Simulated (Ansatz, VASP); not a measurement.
Two plane-wave programs on Si5O

```xyz
6
Lattice="4.8834 0.0000 0.0000 -2.4417 4.2291 0.0000 0.0000 0.0000 5.8179" Properties=species:S:1:pos:R:3 pbc="T T T"
Si    0.0000    0.0000    4.5586
Si    0.0000    0.0000    1.2593
Si    2.4417    0.0000    0.0000
Si   -1.2208    2.1146    0.0000
Si    1.2208    2.1146    0.0000
O     0.0000    0.0000    2.9090
```

Alike in both runs: functional PBE; k mesh 6 × 6 × 4; occupations gaussian, width 0.1 eV; no spin polarisation.

Ansatz relaxed the structure, and its values are those at the end. VASP's run is a single point on that final structure, the one shown.

```csv
,VASP,Ansatz
version,VASP 6.6.1,Ansatz 0.2.0
potentials or method,"VASP PAW PBE potentials, release 64 (Si, O), cutoff 520 eV","scalar-relativistic, plane waves, PAW"
valence electrons in the cell,26,26
```

Ansatz gave:

* gap on the k mesh at the Fermi level (eV): none
* pressure (GPa): 0.0
* rms of the force components (eV/Å): 0.001

Q: Estimate VASP's values.

A: gap on the k mesh at the Fermi level (eV): none; pressure (GPa): 0.0; rms of the force components (eV/Å): 0.011.

A gap of «none» marks a metal or a gap that the smearing closes. The functional is the same, so the differences come from potentials, cutoffs and numerics.
